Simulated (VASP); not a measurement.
Write the native input for VASP 6.6.1 that does the following.

- Task: single point
- Functional: PBE
- Potentials or basis: VASP PAW PBE potentials, release 64 (Zr_sv)
- Cutoff: 520 eV
- k mesh: 10 × 10 × 10
- Occupations: fermi-dirac, width 0.05 eV
- Spin: no spin polarisation
- Dipole correction: no
- Further INCAR settings: ALGO = Normal; EDIFF = 1e-06; NBANDS = 12

The structure of Zr lies in POSCAR:

```
Zr
1.0
    0.0000000000      2.2992269146      2.2992269146
    2.2992269146      0.0000000000      2.2992269146
    2.2992269146      2.2992269146      0.0000000000
Zr
1
Direct
    0.0000000000      0.0000000000      0.0000000000
```

This cell differs from its parent crystal: volume scaled by 1.06.

These files were run (other wordings do the same):

INCAR

```
PREC = Accurate ; ENCUT = 520
EDIFF = 1E-6 ; ISMEAR = -1
SIGMA = 0.05 ; LREAL = False
LASPH = True ; NELM = 60
ALGO = Normal ; ISIF = 2
LWAVE = False ; LCHARG = True
GGA = PE ; LELF = True
LVHAR = True ; NBANDS = 12
```

KPOINTS

```
regular mesh
0
Gamma
  10 10 10
```

Potentials or basis: VASP PAW PBE potentials, release 64 (Zr_sv).

Run with:

```sh
$ cat potpaw_PBE.64/Zr_sv/POTCAR > POTCAR
$ mpirun -np 1 vasp_std > vasp.out
```

Results of the run:

```yaml
Pressure: -3.8 GPa
Band_gap_on_the_k_mesh: zero (band 6 reaches 9.38 eV, above the bottom of band 7 at 8.16 eV)
```

It took 7.3 s on 1 thread of Intel(R) Xeon(R) Platinum 8259CL CPU @ 2.50GHz (Skylake/Cascade Lake), on a shared host, peak memory 0.14 GiB.
